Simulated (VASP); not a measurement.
# ZnSe (rocksalt type) (Fm-3m) in VASP: further runs, part 2 of 2

VASP 6.6.1. The steps go on from the part before.

### 4 Relaxation of cell and atoms, PBE

This run uses another cell than the first one, of 15.51 Å³/atom, 0.933 times its volume.

Input file INCAR:

```
PREC = Accurate
ENCUT = 600
EDIFF = 1E-6
ISMEAR = -1
SIGMA = 0.05
LREAL = False
LASPH = True
NELM = 80
ALGO = Normal
ISIF = 3
LWAVE = False
LCHARG = False
GGA = PE
IBRION = 2
NSW = 60
EDIFFG = -0.005
```

Input file KPOINTS:

```
Automatic mesh
0
Gamma
  14 14 14
```

Input file POSCAR:

```
ZnSe
1.0
    0.0000000000      2.4940015978      2.4940015978
    2.4940015978      0.0000000000      2.4940015978
    2.4940015978      2.4940015978      0.0000000000
Zn Se
1 1
Direct
    0.0000000000      0.0000000000      0.0000000000
    0.5000000000      0.5000000000      0.5000000000
```

Potentials or basis: VASP PAW PBE potentials, release 64 (Zn, Se).

Launch:

```sh
cat potpaw_PBE.64/Zn/POTCAR potpaw_PBE.64/Se/POTCAR > POTCAR
mpirun -np 1 vasp_std > vasp.out
```

OUTCAR:

```text
PREC = Accurate
   ENCUT = 600
   EDIFF = 1E-6
   ISMEAR = -1
   LREAL = False
   LASPH = True
   NELM = 80
   ISIF = 3
   GGA = PE
   IBRION = 2
   NSW = 60
   EDIFFG = -0.005

 ion  position               nearest neighbor table
   1  0.000  0.000  0.000-   2 2.49   2 2.49   2 2.49   2 2.49   2 2.49   2 2.49
   2  0.500  0.500  0.500-   1 2.49   1 2.49   1 2.49   1 2.49   1 2.49   1 2.49

  LATTYP: Found a face centered cubic cell.
 ALAT       =     4.9880031956

  Lattice vectors:

 A1 = (   0.0000000000,   2.4940015978,   2.4940015978)
 A2 = (   2.4940015978,   0.0000000000,   2.4940015978)
 A3 = (   2.4940015978,   2.4940015978,   0.0000000000)

Analysis of symmetry for initial positions (statically):
[... 164 lines left out ...]

 number of electron      18.0000004 magnetization

 Free energy of the ion-electron system (eV)
  ---------------------------------------------------
  ext. energy  EPLUGINS =         0.00000000
  ---------------------------------------------------
  free energy    TOTEN  =        -4.90227739 eV

  energy without entropy =       -4.89729103  energy(sigma->0) =       -4.89978421

 E-fermi :   5.4348     XC(G=0): -11.4973

 val. band max:        5.4321573819   @ k =   0.3571   0.3571   0.0000
 cond. band min:       5.4374700770   @ k =  -0.3571   0.0714   0.0000
 fundamental gap:      0.0053126951
 Fermi energy:         5.4348219957
[... 956 lines left out ...]
--------------------------------------- Ionic step        6  -------------------------------------------

 number of electron      18.0000012 magnetization

 Free energy of the ion-electron system (eV)
  ---------------------------------------------------
  ext. energy  EPLUGINS =         0.00000000
  ---------------------------------------------------
  free energy    TOTEN  =        -5.41792662 eV

  energy without entropy =       -5.41199467  energy(sigma->0) =       -5.41496064

 E-fermi :   3.0461     XC(G=0): -10.3993

 val. band max:        3.0327449297   @ k =  -0.2143   0.2143   0.0000
 cond. band min:       3.0542360222   @ k =  -0.1429   0.1429   0.0000
 fundamental gap:      0.0214910925
 Fermi energy:         3.0460748666
[... 413 lines left out ...]
  FREE ENERGIE OF THE ION-ELECTRON SYSTEM (eV)
  ---------------------------------------------------
  free  energy   TOTEN  =        -5.4179266193 eV

  energy  without entropy=       -5.4119946702  energy(sigma->0) =       -5.41496064

 reached required accuracy - stopping structural energy minimisation
```

CONTCAR:

```text
ZnSe
   1.00000000000000
    -0.0000000000000000    2.6862130667952631    2.6862130667952631
     2.6862130667952631    0.0000000000000000    2.6862130667952631
     2.6862130667952631    2.6862130667952631    0.0000000000000000
  Zn              Se
     1     1
Direct
     0.0000000000000000    0.0000000000000000    0.0000000000000000
     0.5000000000000000    0.5000000000000000    0.5000000000000000

  0.00000000E+00  0.00000000E+00  0.00000000E+00
  0.00000000E+00  0.00000000E+00  0.00000000E+00
```

Wall time 69 s (1 thread of Intel Xeon 6975P-C (Granite Rapids), shared host); peak memory 0.21 GiB.

Results:

```yaml
Free_energy: -5.4179 eV
Relaxed_volume: 19.38 Å³/atom
Relaxed_cell: a = 3.799 Å, b = 3.799 Å, c = 3.799 Å, α = 60.00°, β = 60.00°, γ = 60.00°
Space_group_after_relaxing_to_0.05_Å: Fm-3m (No. 225)
Energy_gained_by_relaxing: 257.8 meV/atom
Ionic_steps: 6
Pressure_after_relaxing: 0.0 GPa
Band_gap_on_the_k_mesh: zero (band 9 reaches 3.11 eV, above the bottom of band 10 at 2.06 eV)
```

Step by step:
| step | energy change (eV) | largest force (eV/Å) | pressure (GPa) | volume (Å³) |
| --- | --- | --- | --- | --- |
| 1 | 0.0000 | 0.0000 | 26.25 | 31.03 |
| 2 | -0.3984 | 0.0000 | -6.67 | 43.90 |
| 3 | -0.5156 | 0.0000 | 0.11 | 38.72 |
| 4 | -0.5156 | 0.0000 | -0.14 | 38.88 |
| 5 | -0.5156 | 0.0000 | -0.05 | 38.79 |
| 6 | -0.5156 | 0.0000 | 0.04 | 38.77 |

Final structure:
```
Zn Se
1.0
     0.00000    2.68621    2.68621
     2.68621    0.00000    2.68621
     2.68621    2.68621    0.00000
Zn Se
1 1
Direct
  0.00000 0.00000 0.00000
  0.50000 0.50000 0.50000
```

Caveat: the volume moved by over 15 % at a fixed basis, so the end points are rough.

### 5 The runs side by side

| task | cell | cutoff (eV) | gap on the mesh (eV) | pressure (GPa) |
| --- | --- | --- | --- | --- |
| single point | a = 3.610 Å, angles 60.0°, 2 atoms | 520 | none | 15.4 |
| single point | a = 3.795 Å, angles 60.0°, 2 atoms | 520 | none | 0.2 |
| relaxation of cell and atoms | relaxed from a = 3.527 Å, angles 60.0°, 2 atoms | 600 | none | 0.0 |

Alike in all rows: level PBE; potentials or basis VASP PAW PBE potentials, release 64 (Zn, Se); no spin polarisation; k mesh 14 × 14 × 14; smearing fermi-dirac 0.05 eV.

Caveats: the volume moved by over 15 % at a fixed basis, so the end points are rough (some runs).

Absolute energies hang on the potentials; compare differences alone.
